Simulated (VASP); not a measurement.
# AlN (Fm-3m) in VASP: a series of runs

AlN is run at these levels: PBE; tasks: single point.

Everything below comes from runs of VASP 6.6.1. Logs are shortened: lines on timing, memory, paths and dates and some standing lists are left out, and cuts for length are marked.

## 1. The cell of the first run

Symmetry: Fm-3m, No. 225, cubic system. Conventional cell: a = 4.038 Å, b = 4.038 Å, c = 4.038 Å, α = 90.00°, β = 90.00°, γ = 90.00°. Within 2.7 Å of Al (site symmetry m-3m) lie 6 N at 2.02 Å. Within 2.7 Å of N (site symmetry m-3m) lie 6 Al at 2.02 Å.

## 2. Single point, PBE

Contents of INCAR:

```
PREC     = Accurate       # precision mode
ENCUT    = 520            # plane-wave cutoff, eV
EDIFF    = 1E-7           # SCF threshold, eV
ISMEAR   = 0              # smearing method
SIGMA    = 0.01           # smearing width, eV
LREAL    = F              # projectors in reciprocal space
LASPH    = T              # aspherical terms in the spheres
NELM     = 60             # most SCF steps
ALGO     = Normal         # electronic algorithm
ISIF     = 2              # what is computed and relaxed
LWAVE    = F              # write WAVECAR
LCHARG   = F              # write CHGCAR
GGA      = PE             # functional
NBANDS   = 11             # bands
```

Contents of KPOINTS:

```
Automatic mesh
0
Gamma
  6 6 6
```

Contents of POSCAR:

```
AlN
1.0
    0.0000000000      2.0188684513      2.0188684513
    2.0188684513      0.0000000000      2.0188684513
    2.0188684513      2.0188684513      0.0000000000
Al N
1 1
Direct
    0.0000000000      0.0000000000      0.0000000000
    0.5000000000      0.5000000000      0.5000000000
```

Potentials or basis: VASP PAW PBE potentials, release 64 (Al, N).

Run with:

```bash
> cat potpaw_PBE.64/Al/POTCAR potpaw_PBE.64/N/POTCAR > POTCAR
> mpirun -np 1 vasp_std > vasp.out
```

OUTCAR:

```text
PREC = Accurate
   ENCUT = 520
   EDIFF = 1E-7
   ISMEAR = 0
   LREAL = F
   LASPH = T
   NELM = 60
   ISIF = 2
   GGA = PE

 ion  position               nearest neighbor table
   1  0.000  0.000  0.000-   2 2.02   2 2.02   2 2.02   2 2.02   2 2.02   2 2.02
   2  0.500  0.500  0.500-   1 2.02   1 2.02   1 2.02   1 2.02   1 2.02   1 2.02

  LATTYP: Found a face centered cubic cell.
 ALAT       =     4.0377369026

  Lattice vectors:

 A1 = (   0.0000000000,   2.0188684513,   2.0188684513)
 A2 = (   2.0188684513,   0.0000000000,   2.0188684513)
 A3 = (   2.0188684513,   2.0188684513,   0.0000000000)

Analysis of symmetry for initial positions (statically):
=====================================================================
 Subroutine PRICEL returns:
 Original cell was already a primitive cell.

 Routine SETGRP: Setting up the symmetry group for a
 face centered cubic supercell.

 Subroutine GETGRP returns: Found 48 space group operations
[... 9 lines left out ...]

 Routine SETGRP: Setting up the symmetry group for a
 face centered cubic supercell.

 Subroutine GETGRP returns: Found 48 space group operations
[... 11 lines left out ...]
                                     Primitive cell

  volume of cell :      16.4571

  direct lattice vectors                    reciprocal lattice vectors
     0.000000000  2.018868451  2.018868451    -0.247663487  0.247663487  0.247663487
     2.018868451  0.000000000  2.018868451     0.247663487 -0.247663487  0.247663487
     2.018868451  2.018868451  0.000000000     0.247663487  0.247663487 -0.247663487

  length of vectors
     2.855111144  2.855111144  2.855111144     0.428965742  0.428965742  0.428965742

  position of ions in fractional coordinates (direct lattice)
     0.000000000  0.000000000  0.000000000
     0.500000000  0.500000000  0.500000000

  ion indices of the primitive-cell ions
   primitive index   ion index
                 1           1
                 2           2

----------------------------------------------------------------------------------------

 KPOINTS: Automatic mesh

Automatic generation of k-mesh.
 Grid dimensions read from file:
 generate k-points for:    6    6    6

 Generating k-lattice:

  Cartesian coordinates                     Fractional coordinates (reciprocal lattice)
    -0.041277248  0.041277248  0.041277248     0.166666667  0.000000000  0.000000000
     0.041277248 -0.041277248  0.041277248     0.000000000  0.166666667  0.000000000
     0.041277248  0.041277248 -0.041277248     0.000000000  0.000000000  0.166666667

  Length of vectors
     0.071494290  0.071494290  0.071494290

  Shift w.r.t. Gamma in fractional coordinates (k-lattice)
     0.000000000  0.000000000  0.000000000

 Subroutine IBZKPT returns following result:
 ===========================================

 Found     16 irreducible k-points:

 Following reciprocal coordinates:
            Coordinates               Weight
  0.000000  0.000000  0.000000      1.000000
  0.166667  0.000000  0.000000      8.000000
  0.333333  0.000000  0.000000      8.000000
  0.500000  0.000000  0.000000      4.000000
  0.166667  0.166667  0.000000      6.000000
  0.333333  0.166667  0.000000     24.000000
[... 8 lines left out ...]
 -0.333333  0.333333  0.166667     24.000000
 -0.333333  0.500000  0.166667     12.000000
   k-points           NKPTS =     16   k-points in BZ     NKDIM =     16   number of bands    NBANDS=     11
   number of dos      NEDOS =    301   number of ions     NIONS =      2
   total plane-waves  NPLWV =  13824
   dimension x,y,z NGX =    24 NGY =   24 NGZ =   24
   dimension x,y,z NGXF=    48 NGYF=   48 NGZF=   48
   ions per type =               1   1
   NGX,Y,Z   is equivalent  to a cutoff of  13.97, 13.97, 13.97 a.u.
   NGXF,Y,Z  is equivalent  to a cutoff of  27.95, 27.95, 27.95 a.u.
 SYSTEM =  unknown system
   PREC   = accura    normal or accurate (medium, high low for compatibility)
   ISTART =      0    job   : 0-new  1-cont  2-samecut
   ICHARG =      2    charge: 1-file 2-atom 10-const
   ISPIN  =      1    spin polarized calculation?
   LNONCOLLINEAR =      F non collinear calculations
   LSORBIT =      F    spin-orbit coupling
   LASPH  =      T    aspherical Exc in radial PAW
   ENCUT  =  520.0 eV  38.22 Ry    6.18 a.u.   5.31  5.31  5.31*2*pi/ulx,y,z
   NELM   =     60;   NELMIN=  2; NELMDL= -5     # of ELM steps
   EDIFF  = 0.1E-06   stopping-criterion for ELM
   LREAL  =      F    real-space projection
   EDIFFG = 0.1E-05   stopping-criterion for IOM
   NSW    =      0    number of steps for IOM
   IBRION =     -1    ionic relax: 0-MD 1-quasi-New 2-CG
   NFREE  =      0    steps in history (QN), initial steepest desc. (CG)
   ISIF   =      2    stress and relaxation
   ISYM   =      2    0-nonsym 1-usesym 2-fastsym
   POTIM  = 0.5000    time-step for ionic-motion
   TEBEG  =    0.0;   TEEND  =   0.0 temperature during run
   PSTRESS=    0.0 pullay stress
   NELECT =       8.0000    total number of electrons
   NUPDOWN=      -1.0000    fix difference up-down
   EMIN   =  10.00;   EMAX   =-10.00  energy-range for DOS
   EFERMI =   0.00;   METHOD = LEGACY
   ISMEAR =     0;   SIGMA  =   0.01  broadening in eV -4-tet -1-fermi 0-gaus
   EFERMI_NEDOS =   21; number of points for ismear=-14 and -15
   IALGO  =     38    algorithm
   IMIX   =      4    mixing-type and parameters
     AMIX     =   0.40;   BMIX     =  1.00
     AMIX_MAG =   1.60;   BMIX_MAG =  1.00
  volume/ion in A,a.u.               =       8.23        55.53
  Fermi-wavevector in a.u.,A,eV,Ry     =   1.287222  2.432497 22.544046  1.656941
  Thomas-Fermi vector in A             =   2.419249
   LORBIT       =      0    0 simple, 1 ext, 2 COOP (PROOUT), +10 PAW based schemes
   GGA     = PE    functional components
   LHFCALC =     F    Hartree Fock is set to
   AEXX    =    0.0000 exact exchange contribution
   IVDW    =     0    specifies the selected vdW correction
   LEPSILON=     F    determine dielectric tensor
   LRPA    =     F    only Hartree local field effects (RPA)
 non-spin polarized calculation
 Gauss-broadening in eV      SIGMA  =   0.01
  energy-cutoff  :      520.00
  volume of cell :       16.46
 maximum number of plane-waves:       459
 NGX is ok and might be reduce to    24
   NGX = 11   NGY = 11   NGZ = 11

 number of electron       7.9999999 magnetization

 Free energy of the ion-electron system (eV)
  ---------------------------------------------------
  ext. energy  EPLUGINS =         0.00000000
  ---------------------------------------------------
  free energy    TOTEN  =       -14.53321937 eV

  energy without entropy =      -14.53321937  energy(sigma->0) =      -14.53321937

 E-fermi :  10.1739     XC(G=0): -12.3037

 val. band max:       10.0213056867   @ k =   0.0000   0.0000   0.0000
 cond. band min:      14.6623449618   @ k =   0.5000   0.5000   0.0000
 fundamental gap:      4.6410392752
 Fermi energy:        10.1738708085

 k-point     1 :       0.0000    0.0000    0.0000
  band No.  band energies     occupation
      1      -7.5704      2.00000
      2      10.0213      2.00000
      3      10.0213      2.00000
      4      10.0213      2.00000
      5      15.7579      0.00000
      6      22.1974      0.00000
      7      22.1974      0.00000
      8      22.1974      0.00000
      9      27.3496      0.00000
     10      27.8367      0.00000
     11      27.8367      0.00000

 k-point     2 :       0.1667    0.0000    0.0000
  band No.  band energies     occupation
      1      -7.0056      2.00000
      2       7.6238      2.00000
      3       9.7098      2.00000
      4       9.7098      2.00000
      5      16.9126      0.00000
      6      20.7891      0.00000
      7      22.7404      0.00000
      8      22.7404      0.00000
      9      25.6234      0.00000
     10      25.6234      0.00000
     11      27.9494      0.00000

 k-point     3 :       0.3333    0.0000    0.0000
  band No.  band energies     occupation
      1      -5.4981      2.00000
      2       3.7906      2.00000
      3       9.1730      2.00000
      4       9.1730      2.00000
      5      16.5746      0.00000
      6      21.6961      0.00000
      7      21.6961      0.00000
      8      22.2119      0.00000
      9      26.6062      0.00000
     10      27.8987      0.00000
     11      27.8987      0.00000

 k-point     4 :       0.5000    0.0000    0.0000
  band No.  band energies     occupation
      1      -4.2920      2.00000
      2       1.6892      2.00000
      3       8.9369      2.00000
      4       8.9369      2.00000
      5      16.1798      0.00000
      6      21.0496      0.00000
      7      21.0496      0.00000
      8      23.3842      0.00000
      9      26.1567      0.00000
     10      30.7440      0.00000
     11      30.7440      0.00000

 k-point     5 :       0.1667    0.1667    0.0000
  band No.  band energies     occupation
      1      -6.8210      2.00000
      2       7.8680      2.00000
      3       9.1209      2.00000
      4       9.1209      2.00000
      5      17.6424      0.00000
      6      19.1321      0.00000
      7      22.3598      0.00000
      8      23.7176      0.00000
      9      23.7176      0.00000
     10      28.7277      0.00000
     11      30.5825      0.00000
[... 99 lines left out ...]
 k-point    13 :       0.5000    0.5000    0.0000
  band No.  band energies     occupation
      1      -3.3046      2.00000
      2       2.6103      2.00000
      3       7.2119      2.00000
      4       7.2119      2.00000
      5      14.6623      0.00000
      6      15.3139      0.00000
      7      24.1222      0.00000
      8      27.3336      0.00000
      9      27.3336      0.00000
     10      33.2465      0.00000
     11      36.1796      0.00000

 k-point    14 :       0.5000    0.3333    0.1667
  band No.  band energies     occupation
      1      -4.3742      2.00000
      2       4.0065      2.00000
      3       6.1371      2.00000
      4       7.8981      2.00000
      5      18.3188      0.00000
      6      18.9669      0.00000
      7      20.3093      0.00000
      8      24.1417      0.00000
      9      26.8689      0.00000
     10      30.6711      0.00000
     11      33.9159      0.00000

 k-point    15 :      -0.3333    0.3333    0.1667
  band No.  band energies     occupation
      1      -3.4920      2.00000
      2       3.2067      2.00000
      3       5.2722      2.00000
      4       7.3147      2.00000
      5      18.2169      0.00000
      6      19.4073      0.00000
      7      21.6466      0.00000
      8      23.2083      0.00000
      9      28.1244      0.00000
     10      29.2813      0.00000
     11      34.9283      0.00000

 k-point    16 :      -0.3333    0.5000    0.1667
  band No.  band energies     occupation
      1      -3.1857      2.00000
      2       3.3764      2.00000
      3       5.4682      2.00000
      4       6.3455      2.00000
      5      16.9994      0.00000
      6      18.3443      0.00000
      7      22.7036      0.00000
      8      23.7340      0.00000
      9      28.1042      0.00000
     10      31.7019      0.00000
     11      34.9756      0.00000

------------------------ aborting loop because EDIFF is reached ----------------------------------------

  FORCE on cell =-STRESS in cart. coord.  units (eV):
  Direction    XX          YY          ZZ          XY          YZ          ZX
  --------------------------------------------------------------------------------------
  -------------------------------------------------------------------------------------
  Total        0.6279834      0.6279834      0.6279834     -0.0000000     -0.0000000      0.0000000
  in kB       61.1370826     61.1370826     61.1370826     -0.0000000     -0.0000000      0.0000000
  external PRESSURE =      61.1370826 kB  Pullay stress =       0.0000000 kB

 VOLUME and BASIS-vectors are now :
 -----------------------------------------------------------------------------
  energy-cutoff  :      520.00
  volume of cell :       16.46
      direct lattice vectors                 reciprocal lattice vectors
     0.000000000  2.018868451  2.018868451    -0.247663487  0.247663487  0.247663487
     2.018868451  0.000000000  2.018868451     0.247663487 -0.247663487  0.247663487
     2.018868451  2.018868451  0.000000000     0.247663487  0.247663487 -0.247663487

 POSITION                                       TOTAL-FORCE (eV/Angst)
 -----------------------------------------------------------------------------------
      0.00000      0.00000      0.00000        -0.000000      0.000000      0.000000
      2.01887      2.01887      2.01887         0.000000     -0.000000      0.000000
 -----------------------------------------------------------------------------------
    total drift:                               -0.000000     -0.000000      0.000000

  FREE ENERGIE OF THE ION-ELECTRON SYSTEM (eV)
  ---------------------------------------------------
  free  energy   TOTEN  =       -14.5332193696 eV

  energy  without entropy=      -14.5332193696  energy(sigma->0) =      -14.53321937
```

Run time: 4 s. Hardware: 1 thread of Intel Xeon 6975P-C, shared host; peak memory 0.13 GiB.

What came out:

* Free energy: -14.5332 eV
* Pressure: 6.1 GPa
* Band gap on the k mesh: 4.64 eV, indirect (least direct gap 5.74 eV)

Caveat: the k points lie up to 0.45 Å⁻¹ apart. A k mesh can miss the band edges.

## 3. Single point, PBE (strain +1.0%)

Contents of INCAR:

```
SYSTEM = AlN
PREC = Accurate
ENCUT = 520
EDIFF = 1E-6
ISMEAR = 0
SIGMA = 0.01
LREAL = .FALSE.
LASPH = .TRUE.
NELM = 60
ALGO = Normal
ISIF = 2
LWAVE = .FALSE.
LCHARG = .FALSE.
GGA = PE
NBANDS = 11
```

Contents of KPOINTS:

```
regular mesh
0
G
  6 6 6
  0 0 0
```

Contents of POSCAR:

```
AlN
1.0
    0.0000000000      2.0390571358      2.0390571358
    2.0390571358      0.0000000000      2.0390571358
    2.0390571358      2.0390571358      0.0000000000
Al N
1 1
Direct
    0.0000000000      0.0000000000      0.0000000000
    0.5000000000      0.5000000000      0.5000000000
```

Potentials or basis: VASP PAW PBE potentials, release 64 (Al, N).

Run with:

```bash
> cat potpaw_PBE.64/Al/POTCAR potpaw_PBE.64/N/POTCAR > POTCAR
> mpirun -np 1 vasp_std > vasp.out
```

Run time: 3 s. Hardware: 1 thread of Intel Xeon 6975P-C, shared host; peak memory 0.13 GiB.

It converged, with:

```yaml
Free_energy: -14.5402 eV
Pressure: -1.7 GPa
Band_gap_on_the_k_mesh: 4.36 eV, indirect (least direct gap 5.31 eV)
```

Levels at points of the mesh, in eV from the valence-band top:
| k point | band 2 | band 3 | band 4 | band 5 | band 6 | band 7 |
| --- | --- | --- | --- | --- | --- | --- |
| (0.00, 0.00, 0.00) | 0.00 | 0.00 | 0.00 | 5.31 | 12.08 | 12.08 |
| (0.50, 0.00, 0.00) | -8.14 | -1.03 | -1.03 | 5.97 | 10.79 | 10.79 |
| (0.50, 0.50, 0.00) | -7.21 | -2.73 | -2.73 | 4.36 | 5.34 | 13.74 |

Caveat: the k points lie up to 0.44 Å⁻¹ apart; the cell differs from its parent crystal (strain +1.0%). A k mesh can miss the band edges.
